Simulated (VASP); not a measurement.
Write the native input for VASP 6.6.1 that does the following.

```yaml
Task: single point
Functional: PBE
Potentials_or_basis: VASP PAW PBE potentials, release 64 (Al, N)
Cutoff: 520 eV
k_mesh: 9 × 9 × 1
Occupations: gaussian, width 0.1 eV
Spin: no spin polarisation
Dipole_correction: yes
Further_INCAR_settings: ALGO = Normal; EDIFF = 1e-06; NBANDS = 24
```

The structure of Al8N lies in POSCAR:

```
Al8N
1.0
    2.8543223330      0.0000000000      0.0000000000
   -1.4271611665      2.4719156510      0.0000000000
    0.0000000000      0.0000000000     33.4760593533
Al N
8 1
Direct
    0.3333333333      0.6666666667      0.1194883770
    0.0000000000      0.0000000000      0.1895622803
    0.6666666667      0.3333333333      0.2596361837
    0.0000000000      0.0000000000      0.3297100869
    0.3333333333      0.6666666667      0.3992195594
    0.0000000000      0.0000000000      0.4696536480
    0.6666666667      0.3333333333      0.5400996810
    0.0000000000      0.0000000000      0.6116627748
    0.2222222222     -0.2222222222      0.6854468476
```

The input as run:

INCAR

```
SYSTEM = Al8N
ALGO     = Normal         ! electronic algorithm
DIPOL    = 0.5 0.5 0.400
EDIFF    = 1E-6           ! SCF threshold, eV
ENCUT    = 520            ! plane-wave cutoff, eV
GGA      = PE             ! functional
IDIPOL   = 3            
ISIF     = 2              ! what is computed and relaxed
ISMEAR   = 0              ! smearing method
LASPH    = .TRUE.         ! aspherical terms in the spheres
LCHARG   = .FALSE.        ! write CHGCAR
LDIPOL   = .TRUE.       
LREAL    = .FALSE.        ! projectors in reciprocal space
LWAVE    = .FALSE.        ! write WAVECAR
NBANDS   = 24             ! bands
NELM     = 80             ! most SCF steps
PREC     = Accurate       ! precision mode
SIGMA    = 0.1            ! smearing width, eV
```

KPOINTS

```
k-points
0
G
  9 9 1
  0 0 0
```

Potentials or basis: VASP PAW PBE potentials, release 64 (Al, N).

Launch:

```sh
$ cat potpaw_PBE.64/Al/POTCAR potpaw_PBE.64/N/POTCAR > POTCAR
$ mpirun -np 1 vasp_std > vasp.out
```

Results of the run:

```yaml
Largest_force: 2.038 eV/Å
```

Wall time 5.4 min on 1 thread of AMD EPYC 7R43 64-Core Processor (Zen 3), with other jobs on the host, peak memory 0.37 GiB.
